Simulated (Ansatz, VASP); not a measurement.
# Two plane-wave programs on In3SbTe2

The input INCAR:

```
SYSTEM = In3SbTe2
PREC = Accurate ; ENCUT = 520
EDIFF = 1E-6 ; ISMEAR = 0
SIGMA = 0.1 ; LREAL = .False.
LASPH = .True. ; NELM = 100
ALGO = Normal ; ISIF = 2
LWAVE = .False. ; LCHARG = .False.
GGA = PE ; NBANDS = 37
```

Contents of KPOINTS:

```
Automatic mesh
0
Gamma
  6 6 2
  0 0 0
```

POSCAR

```
In3SbTe2
1.0
    4.4280962900      0.0000000000      0.0000000000
   -2.2140481500      3.8348438800      0.0000000000
    0.0000000000      0.0000000000     10.7564468400
In Sb Te
3 1 2
Direct
    0.0000000000      0.0000000000      0.5000000000
    0.3333333300      0.6666666700      0.1569260100
    0.6666666700      0.3333333300      0.8430739900
    0.0000000000      0.0000000000      0.0000000000
    0.3333333300      0.6666666700      0.6716859900
    0.6666666700      0.3333333300      0.3283140100
```

Input for Ansatz:

```yaml
crystal:
  lattice:
    - [4.42809629, 0.0, 0.0]
    - [-2.21404815, 3.83484388, 0.0]
    - [0.0, 0.0, 10.75644684]
  atoms:
    - { symbol: In, position: [0.0, 0.0, 0.5] }
    - { symbol: In, position: [0.33333333, 0.66666667, 0.15692601] }
    - { symbol: In, position: [0.66666667, 0.33333333, 0.84307399] }
    - { symbol: Sb, position: [0.0, 0.0, 0.0] }
    - { symbol: Te, position: [0.33333333, 0.66666667, 0.67168599] }
    - { symbol: Te, position: [0.66666667, 0.33333333, 0.32831401] }
basis:
  ecutwfc: 420
kpoints:
  mp_grid: { grid: [6, 6, 2] }
hamiltonian:
  xc: pbe
scf:
  occupations: { method: gaussian, width: 0.1 }
  lower_state_search: "off"
output:
  forces: true
  stress: true
  eigenvalues: true
```

Alike in both runs: task single point; functional PBE; k mesh 6 × 6 × 2; occupations gaussian, width 0.1 eV; no spin polarisation.

```csv
,VASP,Ansatz
version,VASP 6.6.1,Ansatz 0.2.0
potentials or method,"VASP PAW PBE potentials, release 64 (In_d, Sb, Te), cutoff 520 eV","scalar-relativistic, plane waves, PAW"
valence electrons in the cell,56,86
```

Ansatz gave:

```
gap on the k mesh at the Fermi level (eV)                     : none
pressure (GPa)                                                : -0.2
traceless stress, the component that is largest in VASP (GPa) : 0.14
rms of the force components (eV/Å)                            : 0.042
```

Problem. What did VASP give for the same quantities?

Solution. gap on the k mesh at the Fermi level (eV): none; pressure (GPa): -0.3; traceless stress, the component that is largest in VASP (GPa): 0.14; rms of the force components (eV/Å): 0.042.

Atom by atom the forces differ by 0.000 eV/Å (rms over components). A gap of «none» marks a metal or a gap that the smearing closes. With one functional, cell and mesh, what is left measures potentials, basis and numerics. VASP's potentials hold 56 valence electrons a cell and Ansatz's 86, so a difference there can come from the potentials and not from the codes.

Neither program's run includes spin-orbit coupling.
